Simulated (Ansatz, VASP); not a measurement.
Given: the input of a run of Ansatz 0.2.0 on Ru.

Contents of input.yaml:

```yaml
crystal:
  lattice:
    - [2.7058, 0.0, 0.0]
    - [-1.3529, 2.3432915376, 0.0]
    - [0.0, 0.0, 4.367538]
  atoms:
    - { symbol: Ru, position: [0.6666666667, 0.3333333333, 0.75] }
    - { symbol: Ru, position: [0.3333333333, 0.6666666667, 0.25] }
kpoints:
  mp_grid: { grid: [11, 11, 6] }
scf:
  occupations: { method: fermi_dirac, width: 0.05 }
hamiltonian:
  xc: pbesol
  pseudopotentials: { kind: all_electron, lapw: { basis_error: 0.001 } }
output:
  forces: true
  stress: true
  eigenvalues: true
```

Potentials or basis: all-electron LAPW, scalar-relativistic.

Launch:

```bash
$ ansatz run input.yaml --threads 1 --pin off --max-ram 3072MiB --backend cpu --events-out ev --progress --plain --runs-dir out
```

Task: Set up the same calculation for VASP 6.6.1. Potentials there: VASP PAW PBE potentials, release 64 (Ru_pv).

Result: As run (the cutoff follows the program's own potentials):

File INCAR:

```
ALGO = Normal
EDIFF = 1E-6
ENCUT = 500
GGA = PS
GGA_COMPAT = False
ISIF = 2
ISMEAR = -1
LASPH = True
LCHARG = False
LREAL = False
LWAVE = False
NBANDS = 21
NELM = 120
PREC = Accurate
SIGMA = 0.05
```

Contents of KPOINTS:

```
k-points
0
Gamma
  11 11 6
```

File POSCAR:

```
Ru
1.0
    2.7058000000      0.0000000000      0.0000000000
   -1.3529000000      2.3432915376      0.0000000000
    0.0000000000      0.0000000000      4.3675380000
Ru
2
Direct
    0.6666666667      0.3333333333      0.7500000000
    0.3333333333      0.6666666667      0.2500000000
```

Potentials or basis: VASP PAW PBE potentials, release 64 (Ru_pv).

Launch:

```sh
$ cat potpaw_PBE.64/Ru_pv/POTCAR > POTCAR
$ mpirun -np 1 vasp_std > vasp.out
```

Both were run:

|  | VASP | Ansatz | Ansatz less VASP |
| --- | --- | --- | --- |
| gap on the k mesh at the Fermi level (eV) | none | none | - |
| pressure (GPa) | -12.3 | -12.3 | +0.01 |
| traceless stress, the component that is largest in VASP (GPa) | -6.06 | -6.09 | -0.022 |

VASP's potentials were made for PBE, not for PBEsol. A gap of «none» marks a metal or a gap that the smearing closes. Ansatz ran all-electron here, and VASP with PAW potentials.
